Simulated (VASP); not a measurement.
# NaF in VASP: notebook

Runs on NaF. Level: r2SCAN. Tasks: single point.

Program: VASP 6.6.1. These are calculated values, not measurements. Logs are shortened: lines on timing, memory, paths and dates and some standing lists are left out, and cuts for length are marked.

## 1. The cell of the first run

The structure is tetragonal, space group I4/mmm (No. 139). Conventional cell: a = 3.335 Å, b = 3.335 Å, c = 4.786 Å, α = 90.00°, β = 90.00°, γ = 90.00°. Na (site symmetry 4/mmm) has 6 F at 2.36 to 2.39 Å within 3.1 Å. F (site symmetry 4/mmm) has 6 Na at 2.36 to 2.39 Å within 3.1 Å.

## 2. Single point, r2SCAN (strain +0.015 along x and y, +0.030 along z)

The input, POSCAR:

```
NaF
1.0
    0.0000000000      2.3581495000      2.3929990000
    2.3581495000      0.0000000000      2.3929990000
    2.3581495000      2.3581495000      0.0000000000
Na F
1 1
Direct
    0.0000000000      0.0000000000      0.0000000000
    0.5000000000      0.5000000000      0.5000000000
```

The input, INCAR.step1:

```
ALGO = Normal
EDIFF = 1E-4
ENCUT = 520
GGA = PE
ISMEAR = 0
LASPH = True
LCHARG = False
LREAL = False
LWAVE = True
NBANDS = 14
NELM = 100
PREC = Accurate
SIGMA = 0.05
```

The input, INCAR.step2:

```
ALGO = Normal
EDIFF = 1E-6
ENCUT = 520
ISIF = 2
ISMEAR = 0
ISTART = 1
LASPH = True
LCHARG = False
LMIXTAU = True
LREAL = False
LWAVE = False
METAGGA = R2SCAN
NBANDS = 14
NELM = 100
PREC = Accurate
SIGMA = 0.05
```

The input, KPOINTS:

```
k-points
0
Gamma
  8 8 8
```

Potentials or basis: VASP PAW PBE potentials, release 64 (Na_pv, F).

Command:

```console
$ cat potpaw_PBE.64/Na_pv/POTCAR potpaw_PBE.64/F/POTCAR > POTCAR
$ cp INCAR.step1 INCAR
$ mpirun -np 1 vasp_std > vasp.out
$ cp INCAR.step2 INCAR
$ mpirun -np 1 vasp_std > vasp.out
```

OUTCAR:

```text
EDIFF = 1E-6
   ENCUT = 520
   ISIF = 2
   ISMEAR = 0
   ISTART = 1
   LASPH = True
   LREAL = False
   METAGGA = R2SCAN
   NELM = 100
   PREC = Accurate

 ion  position               nearest neighbor table
   1  0.000  0.000  0.000-
   2  0.500  0.500  0.500-

  LATTYP: Found a body centered tetragonal cell.
 ALAT       =     3.3349270050
 C/A-ratio  =     1.4351132702

  Lattice vectors:

 A1 = (  -2.3581495000,   0.0000000000,   2.3929990000)
 A2 = (   2.3581495000,   0.0000000000,   2.3929990000)
 A3 = (   0.0000000000,   2.3581495000,  -2.3929990000)

Analysis of symmetry for initial positions (statically):
=====================================================================
 Subroutine PRICEL returns:
 Original cell was already a primitive cell.

 Routine SETGRP: Setting up the symmetry group for a
 body centered tetragonal supercell.

 Subroutine GETGRP returns: Found 16 space group operations
 (whereof 16 operations were pure point group operations)
 out of a pool of 16 trial point group operations.

The static configuration has the point symmetry D_4h.

Analysis of symmetry for dynamics (positions and initial velocities):
=====================================================================
 Subroutine PRICEL returns:
 Original cell was already a primitive cell.

 Routine SETGRP: Setting up the symmetry group for a
 body centered tetragonal supercell.

 Subroutine GETGRP returns: Found 16 space group operations
 (whereof 16 operations were pure point group operations)
 out of a pool of 16 trial point group operations.

The dynamic configuration has the point symmetry D_4h.

 Subroutine INISYM returns: Found 16 space group operations
 (whereof 16 operations are pure point group operations),
 and found     1 'primitive' translations

----------------------------------------------------------------------------------------

                                     Primitive cell

  volume of cell :      26.6143

  direct lattice vectors                    reciprocal lattice vectors
     0.000000000  2.358149500  2.392999000    -0.212030662  0.212030662  0.208942837
     2.358149500  0.000000000  2.392999000     0.212030662 -0.212030662  0.208942837
     2.358149500  2.358149500  0.000000000     0.212030662  0.212030662 -0.208942837

  length of vectors
     3.359659697  3.359659697  3.334927005     0.365473819  0.365473819  0.365473819

  position of ions in fractional coordinates (direct lattice)
     0.000000000  0.000000000  0.000000000
     0.500000000  0.500000000  0.500000000

  ion indices of the primitive-cell ions
   primitive index   ion index
                 1           1
                 2           2

----------------------------------------------------------------------------------------

 KPOINTS: k-points

Automatic generation of k-mesh.
 Grid dimensions read from file:
 generate k-points for:    8    8    8

 Generating k-lattice:

  Cartesian coordinates                     Fractional coordinates (reciprocal lattice)
    -0.026503833  0.026503833  0.026117855     0.125000000  0.000000000  0.000000000
     0.026503833 -0.026503833  0.026117855     0.000000000  0.125000000  0.000000000
     0.026503833  0.026503833 -0.026117855     0.000000000  0.000000000  0.125000000

  Length of vectors
     0.045684227  0.045684227  0.045684227

  Shift w.r.t. Gamma in fractional coordinates (k-lattice)
     0.000000000  0.000000000  0.000000000

 Subroutine IBZKPT returns following result:
 ===========================================

 Found     59 irreducible k-points:

 Following reciprocal coordinates:
            Coordinates               Weight
  0.000000  0.000000  0.000000      1.000000
  0.125000 -0.000000  0.000000      8.000000
  0.250000 -0.000000  0.000000      8.000000
  0.375000 -0.000000  0.000000      8.000000
  0.500000 -0.000000  0.000000      4.000000
  0.125000  0.125000  0.000000      2.000000
[... 16 lines left out ...]
  0.250000 -0.000000  0.125000     16.000000
  0.375000 -0.000000  0.125000     16.000000
 [... further k-points ...]
   k-points           NKPTS =     59   k-points in BZ     NKDIM =     59   number of bands    NBANDS=     14
   number of dos      NEDOS =    301   number of ions     NIONS =      2
   total plane-waves  NPLWV =  21952
   dimension x,y,z NGX =    28 NGY =   28 NGZ =   28
   dimension x,y,z NGXF=    56 NGYF=   56 NGZF=   56
   ions per type =               1   1
   NGX,Y,Z   is equivalent  to a cutoff of  13.86, 13.86, 13.96 a.u.
   NGXF,Y,Z  is equivalent  to a cutoff of  27.71, 27.71, 27.92 a.u.
 SYSTEM =  unknown system
   PREC   = accura    normal or accurate (medium, high low for compatibility)
   ISTART =      1    job   : 0-new  1-cont  2-samecut
   ICHARG =      0    charge: 1-file 2-atom 10-const
   ISPIN  =      1    spin polarized calculation?
   LNONCOLLINEAR =      F non collinear calculations
   LSORBIT =      F    spin-orbit coupling
   LASPH  =      T    aspherical Exc in radial PAW
   ENCUT  =  520.0 eV  38.22 Ry    6.18 a.u.   6.25  6.25  6.20*2*pi/ulx,y,z
   NELM   =    100;   NELMIN=  2; NELMDL=  0     # of ELM steps
   EDIFF  = 0.1E-05   stopping-criterion for ELM
   LREAL  =      F    real-space projection
   EDIFFG = 0.1E-04   stopping-criterion for IOM
   NSW    =      0    number of steps for IOM
   IBRION =     -1    ionic relax: 0-MD 1-quasi-New 2-CG
   NFREE  =      0    steps in history (QN), initial steepest desc. (CG)
   ISIF   =      2    stress and relaxation
   ISYM   =      2    0-nonsym 1-usesym 2-fastsym
   POTIM  = 0.5000    time-step for ionic-motion
   TEBEG  =    0.0;   TEEND  =   0.0 temperature during run
   PSTRESS=    0.0 pullay stress
   NELECT =      14.0000    total number of electrons
   NUPDOWN=      -1.0000    fix difference up-down
   EMIN   =  10.00;   EMAX   =-10.00  energy-range for DOS
   EFERMI =   0.00;   METHOD = LEGACY
   ISMEAR =     0;   SIGMA  =   0.05  broadening in eV -4-tet -1-fermi 0-gaus
   EFERMI_NEDOS =   21; number of points for ismear=-14 and -15
   IALGO  =     38    algorithm
   IMIX   =      4    mixing-type and parameters
     AMIX     =   0.40;   BMIX     =  1.00
     AMIX_MAG =   1.60;   BMIX_MAG =  1.00
  volume/ion in A,a.u.               =      13.31        89.80
  Fermi-wavevector in a.u.,A,eV,Ry     =   1.321536  2.497342 23.762008  1.746458
  Thomas-Fermi vector in A             =   2.451283
   LORBIT       =      0    0 simple, 1 ext, 2 COOP (PROOUT), +10 PAW based schemes
   METAGGA = R2SCAN    functional components
   LHFCALC =     F    Hartree Fock is set to
   AEXX    =    0.0000 exact exchange contribution
   IVDW    =     0    specifies the selected vdW correction
   LEPSILON=     F    determine dielectric tensor
   LRPA    =     F    only Hartree local field effects (RPA)
 non-spin polarized calculation
 Gauss-broadening in eV      SIGMA  =   0.05
  energy-cutoff  :      520.00
  volume of cell :       26.61
 maximum number of plane-waves:       732
 NGX is ok and might be reduce to    28
   NGX = 13   NGY = 13   NGZ = 13

 number of electron      13.9999991 magnetization

 Free energy of the ion-electron system (eV)
  ---------------------------------------------------
  ext. energy  EPLUGINS =         0.00000000
  ---------------------------------------------------
  free energy    TOTEN  =       -12.56354854 eV

  energy without entropy =      -12.56354854  energy(sigma->0) =      -12.56354854

 E-fermi :  -2.7560     XC(G=0):  -9.4179

 val. band max:       -2.9881575449   @ k =   0.0000   0.0000   0.0000
 cond. band min:       3.8166670088   @ k =   0.0000   0.0000   0.0000
 fundamental gap:      6.8048245537
 Fermi energy:        -2.7560313222

 k-point     1 :       0.0000    0.0000    0.0000
  band No.  band energies     occupation
      1     -23.1825      2.00000
      2     -22.7042      2.00000
      3     -22.6983      2.00000
      4     -22.6981      2.00000
      5      -2.9902      2.00000
      6      -2.9902      2.00000
      7      -2.9882      2.00000
      8       3.8167      0.00000
      9      16.2434      0.00000
     10      16.3400      0.00000
     11      16.3401      0.00000
     12      18.7888      0.00000
     13      21.1617      0.00000
     14      21.5717      0.00000

 k-point     2 :       0.1250   -0.0000    0.0000
  band No.  band energies     occupation
      1     -23.2825      2.00000
      2     -22.7041      2.00000
      3     -22.6994      2.00000
      4     -22.5835      2.00000
      5      -3.2454      2.00000
      6      -3.0242      2.00000
      7      -3.0239      2.00000
      8       4.3317      0.00000
      9      14.5572      0.00000
     10      16.5103      0.00000
     11      16.5877      0.00000
     12      20.6616      0.00000
     13      20.7635      0.00000
     14      21.0410      0.00000

 k-point     3 :       0.2500   -0.0000    0.0000
  band No.  band energies     occupation
      1     -23.4404      2.00000
      2     -22.7078      2.00000
      3     -22.7022      2.00000
      4     -22.3866      2.00000
      5      -3.7771      2.00000
      6      -3.1084      2.00000
      7      -3.1041      2.00000
      8       5.6044      0.00000
      9      12.5097      0.00000
     10      17.0522      0.00000
     11      17.1810      0.00000
     12      20.0258      0.00000
     13      20.3345      0.00000
     14      21.6170      0.00000
[... 324 lines left out ...]
 k-point    23 :       0.2500   -0.0000    0.1250
  band No.  band energies     occupation
      1     -23.3931      2.00000
      2     -22.7142      2.00000
      3     -22.7080      2.00000
      4     -22.4303      2.00000
      5      -3.6683      2.00000
      6      -3.1296      2.00000
      7      -3.1238      2.00000
      8       5.5087      0.00000
      9      12.8328      0.00000
     10      16.7173      0.00000
     11      16.7818      0.00000
     12      18.5978      0.00000
     13      21.6003      0.00000
     14      23.1759      0.00000

 k-point    24 :       0.3750   -0.0000    0.1250
  band No.  band energies     occupation
      1     -23.4883      2.00000
      2     -22.7178      2.00000
      3     -22.7114      2.00000
      4     -22.3014      2.00000
      5      -4.0772      2.00000
      6      -3.2396      2.00000
      7      -3.2052      2.00000
      8       6.9774      0.00000
      9      11.3277      0.00000
     10      16.6606      0.00000
     11      17.1146      0.00000
     12      18.3661      0.00000
     13      21.2643      0.00000
     14      23.0544      0.00000

 [... further k-points ...]
[... 5 lines left out ...]
  --------------------------------------------------------------------------------------
  -------------------------------------------------------------------------------------
  Total       -0.7138147     -0.7138147     -0.8704207      0.0000000      0.0000000      0.0000000
  in kB      -42.9715383    -42.9715383    -52.3991947      0.0000000      0.0000000      0.0000000
  external PRESSURE =     -46.1140904 kB  Pullay stress =       0.0000000 kB

 VOLUME and BASIS-vectors are now :
 -----------------------------------------------------------------------------
  energy-cutoff  :      520.00
  volume of cell :       26.61
      direct lattice vectors                 reciprocal lattice vectors
     0.000000000  2.358149500  2.392999000    -0.212030662  0.212030662  0.208942837
     2.358149500  0.000000000  2.392999000     0.212030662 -0.212030662  0.208942837
     2.358149500  2.358149500  0.000000000     0.212030662  0.212030662 -0.208942837

 POSITION                                       TOTAL-FORCE (eV/Angst)
 -----------------------------------------------------------------------------------
      0.00000      0.00000      0.00000        -0.000000      0.000000      0.000000
      2.35815      2.35815      2.39300         0.000000     -0.000000     -0.000000
 -----------------------------------------------------------------------------------
    total drift:                                0.000000      0.000000      0.000000

  FREE ENERGIE OF THE ION-ELECTRON SYSTEM (eV)
  ---------------------------------------------------
  free  energy   TOTEN  =       -12.5635485415 eV

  energy  without entropy=      -12.5635485415  energy(sigma->0) =      -12.56354854
```

It took 83 s on 1 thread of Intel Xeon Platinum 8259CL at 2.50GHz (Skylake/Cascade Lake), shared host; peak memory 0.16 GiB.

What came out:

* Free energy: -12.5635 eV
* Pressure: -4.6 GPa
* Band gap on the k mesh: 6.80 eV, direct

Caveat: the cell differs from its parent crystal (strain +0.015 along x and y, +0.030 along z); the PAW data sets were made with another functional, which shifts forces and pressure a little.

## 3. Single point, r2SCAN (strain +0.030 along x and y, +0.015 along z)

The input, POSCAR:

```
NaF
1.0
    0.0000000000      2.3929990000      2.3581495000
    2.3929990000      0.0000000000      2.3581495000
    2.3929990000      2.3929990000      0.0000000000
Na F
1 1
Direct
    0.0000000000      0.0000000000      0.0000000000
    0.5000000000      0.5000000000      0.5000000000
```

The input, INCAR.step1:

```
SYSTEM = NaF
ALGO = Normal
EDIFF = 1E-4
ENCUT = 520
GGA = PE
ISMEAR = 0
LASPH = .True.
LCHARG = .False.
LREAL = .False.
LWAVE = .True.
NBANDS = 14
NELM = 80
PREC = Accurate
SIGMA = 0.05
```

The input, INCAR.step2:

```
SYSTEM = NaF
ALGO = Normal
EDIFF = 1E-6
ENCUT = 520
ISIF = 2
ISMEAR = 0
ISTART = 1
LASPH = .True.
LCHARG = .False.
LMIXTAU = .True.
LREAL = .False.
LWAVE = .False.
METAGGA = R2SCAN
NBANDS = 14
NELM = 80
PREC = Accurate
SIGMA = 0.05
```

The input, KPOINTS:

```
k-points
0
Gamma
  8 8 8
  0 0 0
```

Potentials or basis: VASP PAW PBE potentials, release 64 (Na_pv, F).

Command:

```console
$ cat potpaw_PBE.64/Na_pv/POTCAR potpaw_PBE.64/F/POTCAR > POTCAR
$ cp INCAR.step1 INCAR
$ mpirun -np 1 vasp_std > vasp.out
$ cp INCAR.step2 INCAR
$ mpirun -np 1 vasp_std > vasp.out
```

Wall time 91 s (1 thread of Intel Xeon Platinum 8259CL at 2.50GHz (Skylake/Cascade Lake), shared host); peak memory 0.16 GiB.

The run converged. Its results:

```yaml
Free_energy: -12.5519 eV
Pressure: -5.2 GPa
Band_gap_on_the_k_mesh: 6.73 eV, direct
```

Stress tensor (GPa, compression positive):
```
-5.49  0.00  0.00
 0.00 -5.49  0.00
 0.00  0.00 -4.55
```

Levels at points of the mesh, in eV from the valence-band top:
| k point | band 3 | band 4 | band 5 | band 6 | band 7 | band 8 | band 9 | band 10 | band 11 | band 12 |
| --- | --- | --- | --- | --- | --- | --- | --- | --- | --- | --- |
| (0.00, 0.00, 0.00) | -19.76 | -19.76 | 0.00 | 0.00 | 0.00 | 6.73 | 19.16 | 19.16 | 19.25 | 21.64 |
| (0.50, 0.00, 0.00) | -19.77 | -19.23 | -1.38 | -0.23 | -0.22 | 11.11 | 12.71 | 20.37 | 20.64 | 22.81 |
| (0.50, 0.50, 0.00) | -19.80 | -19.80 | -1.13 | -0.38 | -0.38 | 13.49 | 13.52 | 14.07 | 19.91 | 19.91 |
| (0.50, 0.00, 0.50) | -19.80 | -19.79 | -1.15 | -0.37 | -0.35 | 13.30 | 13.66 | 14.01 | 20.01 | 20.15 |

Caveat: the cell differs from its parent crystal (strain +0.030 along x and y, +0.015 along z); the PAW data sets were made with another functional, which shifts forces and pressure a little.

## 4. Single point, r2SCAN (strain -0.030 along x and y, -0.030 along z)

The input, POSCAR:

```
NaF
1.0
    0.0000000000      2.2536010000      2.2536010000
    2.2536010000      0.0000000000      2.2536010000
    2.2536010000      2.2536010000      0.0000000000
Na F
1 1
Direct
    0.0000000000      0.0000000000      0.0000000000
    0.5000000000      0.5000000000      0.5000000000
```

The input, INCAR.step1:

```
SYSTEM = NaF
ALGO = Normal ; EDIFF = 1E-4
ENCUT = 520 ; GGA = PE
ISMEAR = 0 ; LASPH = .True.
LCHARG = .False. ; LREAL = .False.
LWAVE = .True. ; NBANDS = 14
NELM = 80 ; PREC = Accurate
SIGMA = 0.05
```

The input, INCAR.step2:

```
SYSTEM = NaF
ALGO = Normal ; EDIFF = 1E-6
ENCUT = 520 ; ISIF = 2
ISMEAR = 0 ; ISTART = 1
LASPH = .True. ; LCHARG = .False.
LMIXTAU = .True. ; LREAL = .False.
LWAVE = .False. ; METAGGA = R2SCAN
NBANDS = 14 ; NELM = 80
PREC = Accurate ; SIGMA = 0.05
```

KPOINTS is that of step 3.

Command:

```console
$ cat potpaw_PBE.64/Na_pv/POTCAR potpaw_PBE.64/F/POTCAR > POTCAR
$ cp INCAR.step1 INCAR
$ mpirun -np 1 vasp_std > vasp.out
$ cp INCAR.step2 INCAR
$ mpirun -np 1 vasp_std > vasp.out
```

Wall time 13 s (1 thread of Intel Xeon 6975P-C (Granite Rapids), shared host); peak memory 0.13 GiB.

Results (log left out):

```yaml
Free_energy: -12.5941 eV
Pressure: 2.9 GPa
Band_gap_on_the_k_mesh: 7.67 eV, direct
```

Levels at points of the mesh, in eV from the valence-band top:
```
           k point  band 5  band 6  band 7  band 8  band 9  band 10
(0.00, 0.00, 0.00)    0.00    0.00    0.00    7.67   20.38    20.38
(0.50, 0.00, 0.00)   -1.74   -0.31   -0.31   12.18   14.16    22.36
(0.50, 0.50, 0.00)   -1.39   -0.44   -0.44   14.21   14.81    15.72
```

Caveat: the cell differs from its parent crystal (strain -0.030 along x and y, -0.030 along z); the PAW data sets were made with another functional, which shifts forces and pressure a little.

## 5. Single point, r2SCAN (strain -0.015 along x and y, -0.015 along z)

The input, POSCAR:

```
NaF
1.0
    0.0000000000      2.2884505000      2.2884505000
    2.2884505000      0.0000000000      2.2884505000
    2.2884505000      2.2884505000      0.0000000000
Na F
1 1
Direct
    0.0000000000      0.0000000000      0.0000000000
    0.5000000000      0.5000000000      0.5000000000
```

The input, INCAR.step1:

```
  PREC = Accurate
  ENCUT = 520
  ISMEAR = 0
  SIGMA = 0.05
  LREAL = F
  LASPH = T
  NELM = 80
  NBANDS = 14
  GGA = PE
  ALGO = Normal
  EDIFF = 1E-4
  LWAVE = T
  LCHARG = F
```

The input, INCAR.step2:

```
  PREC = Accurate
  ENCUT = 520
  EDIFF = 1E-7
  ISMEAR = 0
  SIGMA = 0.05
  LREAL = F
  LASPH = T
  NELM = 80
  ALGO = Normal
  ISIF = 2
  LWAVE = F
  LCHARG = F
  METAGGA = R2SCAN
  LMIXTAU = T
  NBANDS = 14
  ISTART = 1
```

The input, KPOINTS:

```
Automatic mesh
0
Gamma
  8 8 8
```

Command:

```console
$ cat potpaw_PBE.64/Na_pv/POTCAR potpaw_PBE.64/F/POTCAR > POTCAR
$ cp INCAR.step1 INCAR
$ mpirun -np 1 vasp_std > vasp.out
$ cp INCAR.step2 INCAR
$ mpirun -np 1 vasp_std > vasp.out
```

Run time: 16 s. Hardware: 1 thread of Intel Xeon 6975P-C (Granite Rapids), shared host; peak memory 0.13 GiB.

It converged, with:

```
Free energy            : -12.6037 eV
Pressure               : -0.3 GPa
Band gap on the k mesh : 7.39 eV, direct
```

Levels at points of the mesh, in eV from the valence-band top:
```csv
k point,band 4,band 5,band 6,band 7,band 8,band 9,band 10,band 11
"(0.00, 0.00, 0.00)",-19.39,0.00,0.00,0.00,7.39,20.05,20.05,20.05
"(0.50, 0.00, 0.00)",-18.86,-1.63,-0.28,-0.28,11.87,13.74,21.83,21.83
"(0.50, 0.50, 0.00)",-19.44,-1.32,-0.42,-0.42,14.05,14.39,15.23,21.62
```

Caveat: the cell differs from its parent crystal (strain -0.015 along x and y, -0.015 along z); the PAW data sets were made with another functional, which shifts forces and pressure a little.

## 6. Overview

```csv
cell,gap on the mesh (eV),pressure (GPa)
"a = 3.360, b = 3.360, c = 3.335 Å, angles 60.2, 60.2, 59.5°, 2 atoms",6.80,-4.6
"a = 3.360, b = 3.360, c = 3.384 Å, angles 59.8, 59.8, 60.5°, 2 atoms",6.73,-5.2
"a = 3.187 Å, angles 60.0°, 2 atoms",7.67,2.9
"a = 3.236 Å, angles 60.0°, 2 atoms",7.39,-0.3
```

Alike in all rows: task single point; level r2SCAN; potentials or basis VASP PAW PBE potentials, release 64 (Na_pv, F); no spin polarisation; k mesh 8 × 8 × 8; cutoff (eV) 520; smearing gaussian 0.05 eV.

Caveats: the PAW data sets were made with another functional, which shifts forces and pressure a little.

Total energies depend on the potentials used, so only differences within one code and one set of settings carry meaning.
